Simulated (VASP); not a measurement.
# C (I4/mmm) in VASP: single point with PBEsol

Aim: the single point of C with PBEsol.

Program: VASP 6.6.1. These are calculated values, not measurements. Logs are shortened: lines on timing, memory, paths and dates and some standing lists are left out, and cuts for length are marked.

**1. The cell of the first run**

The structure is tetragonal, space group I4/mmm (No. 139). The conventional cell has a = 3.516 Å, b = 3.516 Å, c = 4.104 Å, α = 90.00°, β = 90.00°, γ = 90.00°. C (site symmetry 4/mmm) has 14 C at 3.22 to 4.10 Å within 4.2 Å.

**2. Single point, PBEsol**

Contents of INCAR:

```
ALGO = Normal ; EDIFF = 1E-6
ENCUT = 520 ; GGA = PS
ISIF = 2 ; ISMEAR = -1
LASPH = True ; LCHARG = True
LELF = True ; LREAL = False
LVHAR = True ; LWAVE = False
NBANDS = 11 ; NELM = 60
PREC = Accurate ; SIGMA = 0.15
```

Contents of KPOINTS:

```
k-points
0
Gamma
  5 5 4
```

Contents of POSCAR:

```
C
1.0
    3.5161000000      0.0000000000      0.0000000000
    0.0000000000      3.5161000000      0.0000000000
    0.0000000000      0.0000000000      4.1043000000
C
2
Direct
    0.0000000000      0.0000000000      0.0000000000
    0.5000000000      0.5000000000      0.5000000000
```

Potentials or basis: VASP PAW PBE potentials, release 64 (C).

Started as:

```bash
cat potpaw_PBE.64/C/POTCAR > POTCAR
mpirun -np 1 vasp_std > vasp.out
```

OUTCAR:

```text
EDIFF = 1E-6
   ENCUT = 520
   GGA = PS
   ISIF = 2
   ISMEAR = -1
   LASPH = True
   LREAL = False
   NELM = 60
   PREC = Accurate

 ion  position               nearest neighbor table
   1  0.000  0.000  0.000-
   2  0.500  0.500  0.500-

  LATTYP: Found a simple tetragonal cell.
 ALAT       =     3.5161000000
 C/A-ratio  =     1.1672876198

  Lattice vectors:

 A1 = (   3.5161000000,   0.0000000000,   0.0000000000)
 A2 = (   0.0000000000,   3.5161000000,   0.0000000000)
 A3 = (   0.0000000000,   0.0000000000,   4.1043000000)

Analysis of symmetry for initial positions (statically):
=====================================================================
 Subroutine PRICEL returns following result:

  LATTYP: Found a body centered tetragonal cell.
 ALAT       =     3.5161000000
 C/A-ratio  =     1.1672876198

  Lattice vectors:

 A1 = (  -1.7580500000,  -1.7580500000,  -2.0521500000)
 A2 = (   1.7580500000,   1.7580500000,  -2.0521500000)
 A3 = (   1.7580500000,  -1.7580500000,   2.0521500000)

   2 primitive cells build up your supercell.

 Routine SETGRP: Setting up the symmetry group for a
 simple tetragonal supercell.

 Subroutine GETGRP returns: Found 16 space group operations
 (whereof 16 operations were pure point group operations)
 out of a pool of 16 trial point group operations.

The static configuration has the point symmetry D_4h.

Analysis of symmetry for dynamics (positions and initial velocities):
=====================================================================
 Subroutine PRICEL returns following result:

  LATTYP: Found a body centered tetragonal cell.
 ALAT       =     3.5161000000
 C/A-ratio  =     1.1672876198

  Lattice vectors:

 A1 = (  -1.7580500000,  -1.7580500000,  -2.0521500000)
 A2 = (   1.7580500000,   1.7580500000,  -2.0521500000)
 A3 = (   1.7580500000,  -1.7580500000,   2.0521500000)

   2 primitive cells build up your supercell.

 Routine SETGRP: Setting up the symmetry group for a
 simple tetragonal supercell.

 Subroutine GETGRP returns: Found 16 space group operations
 (whereof 16 operations were pure point group operations)
 out of a pool of 16 trial point group operations.

The dynamic configuration has the point symmetry D_4h.

 Subroutine INISYM returns: Found 16 space group operations
 (whereof 16 operations are pure point group operations),
 and found     2 'primitive' translations

----------------------------------------------------------------------------------------

                                     Primitive cell

  volume of cell :      25.3706

  direct lattice vectors                    reciprocal lattice vectors
    -1.758050000 -1.758050000 -2.052150000     0.000000000 -0.284406018 -0.243646907
     1.758050000  1.758050000 -2.052150000     0.284406018  0.000000000 -0.243646907
     1.758050000 -1.758050000  2.052150000     0.284406018 -0.284406018  0.000000000

  length of vectors
     3.223786474  3.223786474  3.223786474     0.374500465  0.374500465  0.402210848

  position of ions in fractional coordinates (direct lattice)
     0.000000000  0.000000000  0.000000000

  ion indices of the primitive-cell ions
   primitive index   ion index
                 1           1

----------------------------------------------------------------------------------------

 KPOINTS: k-points

Automatic generation of k-mesh.
 Grid dimensions read from file:
 generate k-points for:    5    5    4

 Generating k-lattice:

  Cartesian coordinates                     Fractional coordinates (reciprocal lattice)
     0.056881204  0.000000000  0.000000000     0.200000000  0.000000000  0.000000000
     0.000000000  0.056881204  0.000000000     0.000000000  0.200000000  0.000000000
     0.000000000  0.000000000  0.060911727     0.000000000  0.000000000  0.250000000

  Length of vectors
     0.056881204  0.056881204  0.060911727

  Shift w.r.t. Gamma in fractional coordinates (k-lattice)
     0.000000000  0.000000000  0.000000000

 Subroutine IBZKPT returns following result:
 ===========================================

 Found     18 irreducible k-points:

 Following reciprocal coordinates:
            Coordinates               Weight
  0.000000  0.000000  0.000000      1.000000
  0.200000  0.000000  0.000000      4.000000
  0.400000  0.000000  0.000000      4.000000
  0.200000  0.200000  0.000000      4.000000
  0.400000  0.200000  0.000000      8.000000
  0.400000  0.400000  0.000000      4.000000
[... 10 lines left out ...]
  0.400000  0.200000  0.500000      8.000000
  0.400000  0.400000  0.500000      4.000000
   k-points           NKPTS =     18   k-points in BZ     NKDIM =     18   number of bands    NBANDS=     11
   number of dos      NEDOS =    301   number of ions     NIONS =      2
   total plane-waves  NPLWV =  25088
   dimension x,y,z NGX =    28 NGY =   28 NGZ =   32
   dimension x,y,z NGXF=    56 NGYF=   56 NGZF=   64
   ions per type =               2
   NGX,Y,Z   is equivalent  to a cutoff of  13.24, 13.24, 12.96 a.u.
   NGXF,Y,Z  is equivalent  to a cutoff of  26.48, 26.48, 25.92 a.u.
 SYSTEM =  unknown system
   PREC   = accura    normal or accurate (medium, high low for compatibility)
   ISTART =      0    job   : 0-new  1-cont  2-samecut
   ICHARG =      2    charge: 1-file 2-atom 10-const
   ISPIN  =      1    spin polarized calculation?
   LNONCOLLINEAR =      F non collinear calculations
   LSORBIT =      F    spin-orbit coupling
   LASPH  =      T    aspherical Exc in radial PAW
   ENCUT  =  520.0 eV  38.22 Ry    6.18 a.u.   6.54  6.54  7.63*2*pi/ulx,y,z
   NELM   =     60;   NELMIN=  2; NELMDL= -5     # of ELM steps
   EDIFF  = 0.1E-05   stopping-criterion for ELM
   LREAL  =      F    real-space projection
   EDIFFG = 0.1E-04   stopping-criterion for IOM
   NSW    =      0    number of steps for IOM
   IBRION =     -1    ionic relax: 0-MD 1-quasi-New 2-CG
   NFREE  =      0    steps in history (QN), initial steepest desc. (CG)
   ISIF   =      2    stress and relaxation
   ISYM   =      2    0-nonsym 1-usesym 2-fastsym
   POTIM  = 0.5000    time-step for ionic-motion
   TEBEG  =    0.0;   TEEND  =   0.0 temperature during run
   PSTRESS=    0.0 pullay stress
   NELECT =       8.0000    total number of electrons
   NUPDOWN=      -1.0000    fix difference up-down
   EMIN   =  10.00;   EMAX   =-10.00  energy-range for DOS
   EFERMI =   0.00;   METHOD = LEGACY
   ISMEAR =    -1;   SIGMA  =   0.15  broadening in eV -4-tet -1-fermi 0-gaus
   EFERMI_NEDOS =   21; number of points for ismear=-14 and -15
   IALGO  =     38    algorithm
   IMIX   =      4    mixing-type and parameters
     AMIX     =   0.40;   BMIX     =  1.00
     AMIX_MAG =   1.60;   BMIX_MAG =  1.00
  volume/ion in A,a.u.               =      25.37       171.21
  Fermi-wavevector in a.u.,A,eV,Ry     =   0.884405  1.671282 10.642089  0.782171
  Thomas-Fermi vector in A             =   2.005300
   LORBIT       =      0    0 simple, 1 ext, 2 COOP (PROOUT), +10 PAW based schemes
   GGA     = PS    functional components
   LHFCALC =     F    Hartree Fock is set to
   AEXX    =    0.0000 exact exchange contribution
   IVDW    =     0    specifies the selected vdW correction
   LEPSILON=     F    determine dielectric tensor
   LRPA    =     F    only Hartree local field effects (RPA)
 non-spin polarized calculation
  energy-cutoff  :      520.00
  volume of cell :       50.74
 maximum number of plane-waves:      1395
 NGX is ok and might be reduce to    28
   NGX = 13   NGY = 13   NGZ = 15

 number of electron       8.0000000 magnetization

 Free energy of the ion-electron system (eV)
  ---------------------------------------------------
  ext. energy  EPLUGINS =         0.00000000
  ---------------------------------------------------
  free energy    TOTEN  =        -4.67549961 eV

  energy without entropy =       -4.49609056  energy(sigma->0) =       -4.58579509

 E-fermi :  -2.2397     XC(G=0):  -7.5932

 val. band max:       -2.2569182753   @ k =   0.4000   0.4000   0.2500
 cond. band min:      -2.1858846433   @ k =   0.2000   0.2000   0.2500
 fundamental gap:      0.0710336320
 Fermi energy:        -2.2397021466

 k-point     1 :       0.0000    0.0000    0.0000
  band No.  band energies     occupation
      1     -11.8468      2.00000
      2      -9.4419      2.00000
      3      -2.9645      1.98419
      4      -1.9653      0.27658
      5      -1.9653      0.27658
      6      -0.3273      0.00001
      7      -0.3273      0.00001
      8      -0.3212      0.00001
      9       6.5431      0.00000
     10       7.0950      0.00000
     11       8.3761      0.00000

 k-point     2 :       0.2000    0.0000    0.0000
  band No.  band energies     occupation
      1     -11.5863      2.00000
      2      -9.5785      2.00000
      3      -2.7149      1.91922
      4      -2.3796      1.43510
      5      -1.7846      0.09181
      6      -0.9737      0.00043
      7      -0.5570      0.00003
      8      -0.4445      0.00001
      9       7.2313      0.00000
     10       7.7177      0.00000
     11       9.0894      0.00000

 k-point     3 :       0.4000    0.0000    0.0000
  band No.  band energies     occupation
      1     -10.8979      2.00000
      2     -10.0908      2.00000
      3      -2.6857      1.90271
      4      -2.0981      0.56005
      5      -2.0475      0.43458
      6      -1.3246      0.00447
      7      -1.2116      0.00211
      8      -0.8032      0.00014
      9       8.5526      0.00000
     10       9.0996      0.00000
     11       9.7410      0.00000

 k-point     4 :       0.2000    0.2000    0.0000
  band No.  band energies     occupation
      1     -11.3415      2.00000
      2      -9.6544      2.00000
      3      -2.6912      1.90603
      4      -2.4882      1.67959
      5      -1.7200      0.06066
      6      -1.5535      0.02041
      7      -0.7163      0.00008
      8      -0.5082      0.00002
      9       7.6847      0.00000
     10       8.1783      0.00000
     11       9.7505      0.00000

 k-point     5 :       0.4000    0.2000    0.0000
  band No.  band energies     occupation
      1     -10.7101      2.00000
      2     -10.0228      2.00000
      3      -3.0528      1.99119
      4      -2.5717      1.80288
      5      -1.8980      0.18589
      6      -1.2847      0.00343
      7      -1.2046      0.00201
      8      -0.7902      0.00013
      9       8.4268      0.00000
     10       8.7016      0.00000
     11      10.5540      0.00000
[... 127 lines left out ...]
 k-point    15 :       0.4000    0.0000    0.5000
  band No.  band energies     occupation
      1     -10.3454      2.00000
      2     -10.3454      2.00000
      3      -3.8060      1.99994
      4      -3.8060      1.99994
      5      -1.0113      0.00055
      6      -1.0113      0.00055
      7      -0.4667      0.00001
      8      -0.4667      0.00001
      9       8.6134      0.00000
     10       8.6134      0.00000
     11      10.7668      0.00000

 k-point    16 :       0.2000    0.2000    0.5000
  band No.  band energies     occupation
      1     -10.4765      2.00000
      2     -10.4765      2.00000
      3      -2.9588      1.98358
      4      -2.9588      1.98358
      5      -1.6828      0.04767
      6      -1.6828      0.04767
      7      -0.5563      0.00003
      8      -0.5563      0.00003
      9       9.1791      0.00000
     10       9.1791      0.00000
     11      10.7229      0.00000

 k-point    17 :       0.4000    0.2000    0.5000
  band No.  band energies     occupation
      1     -10.2279      2.00000
      2     -10.2279      2.00000
      3      -3.5351      1.99964
      4      -3.5351      1.99964
      5      -1.6328      0.03438
      6      -1.6328      0.03438
      7      -0.6979      0.00007
      8      -0.6979      0.00007
      9       9.4567      0.00000
     10       9.4567      0.00000
     11      10.4932      0.00000

 k-point    18 :       0.4000    0.4000    0.5000
  band No.  band energies     occupation
      1     -10.0203      2.00000
      2     -10.0203      2.00000
      3      -2.9316      1.98035
      4      -2.9316      1.98035
      5      -2.3809      1.43870
      6      -2.3809      1.43870
      7      -1.4216      0.00852
      8      -1.4216      0.00852
      9       9.8183      0.00000
     10       9.8183      0.00000
     11      10.8268      0.00000

------------------------ aborting loop because EDIFF is reached ----------------------------------------

  FORCE on cell =-STRESS in cart. coord.  units (eV):
  Direction    XX          YY          ZZ          XY          YZ          ZX
  --------------------------------------------------------------------------------------
  -------------------------------------------------------------------------------------
  Total       -5.1911078     -5.1911078     -5.0715801      0.0000000     -0.0000000      0.0000000
  in kB     -163.9113749   -163.9113749   -160.1372404      0.0000000     -0.0000000      0.0000000
  external PRESSURE =    -162.6533301 kB  Pullay stress =       0.0000000 kB

 VOLUME and BASIS-vectors are now :
 -----------------------------------------------------------------------------
  energy-cutoff  :      520.00
  volume of cell :       50.74
      direct lattice vectors                 reciprocal lattice vectors
     3.516100000  0.000000000  0.000000000     0.284406018  0.000000000  0.000000000
     0.000000000  3.516100000  0.000000000     0.000000000  0.284406018  0.000000000
     0.000000000  0.000000000  4.104300000     0.000000000  0.000000000  0.243646907

 POSITION                                       TOTAL-FORCE (eV/Angst)
 -----------------------------------------------------------------------------------
      0.00000      0.00000      0.00000        -0.000000      0.000000      0.000000
      1.75805      1.75805      2.05215         0.000000     -0.000000     -0.000000
 -----------------------------------------------------------------------------------
    total drift:                                0.000000      0.000000      0.000000

  FREE ENERGIE OF THE ION-ELECTRON SYSTEM (eV)
  ---------------------------------------------------
  free  energy   TOTEN  =        -4.6754996117 eV

  energy  without entropy=       -4.4960905603  energy(sigma->0) =       -4.58579509
```

It took 3.9 s on 1 thread of Intel Xeon 6975P-C (Granite Rapids), shared host; peak memory 0.15 GiB.

Results:

```
Free energy            : -4.6755 eV
Pressure               : -16.3 GPa
Band gap on the k mesh : zero (band 4 reaches -1.74 eV, above the bottom of band 5 at -2.38 eV)
```

Caveat: the k points lie up to 0.38 Å⁻¹ apart; the PAW data sets were made with another functional, which shifts forces and pressure a little.
